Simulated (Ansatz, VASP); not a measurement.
## Ti2C3 in VASP and in Ansatz

```
CELL_PARAMETERS angstrom
2.86874 0.00000 0.00000
-1.43437 2.48440 0.00000
0.00000 0.00000 6.33370
ATOMIC_POSITIONS crystal
Ti 0.33333 0.66667 0.19114
Ti 0.66667 0.33333 0.80886
C 0.00000 0.00000 0.00000
C 0.33333 0.66667 0.54205
C 0.66667 0.33333 0.45795
```

Alike in both runs: functional r2SCAN; k mesh 18 × 18 × 6; occupations gaussian, width 0.1 eV; no spin polarisation.

Ansatz relaxed the structure, and its values are those at the end. VASP's run is a single point on that final structure, the one shown.

```csv
,VASP,Ansatz
version,VASP 6.6.1,Ansatz 0.2.0
potentials or method,"VASP PAW PBE potentials, release 64 (Ti_sv, C), cutoff 520 eV","scalar-relativistic, plane waves, PAW"
valence electrons in the cell,36,36
```

Ansatz gave:

* gap on the k mesh at the Fermi level (eV): none
* pressure (GPa): 0.0
* rms of the force components (eV/Å): 0.000

Which values does VASP return?

gap on the k mesh at the Fermi level (eV): none; pressure (GPa): 1.1; rms of the force components (eV/Å): 0.014.

VASP's potentials were made for PBE, not for r2SCAN. A gap of «none» marks a metal or a gap that the smearing closes. The functional is the same, so the differences come from potentials, cutoffs and numerics.
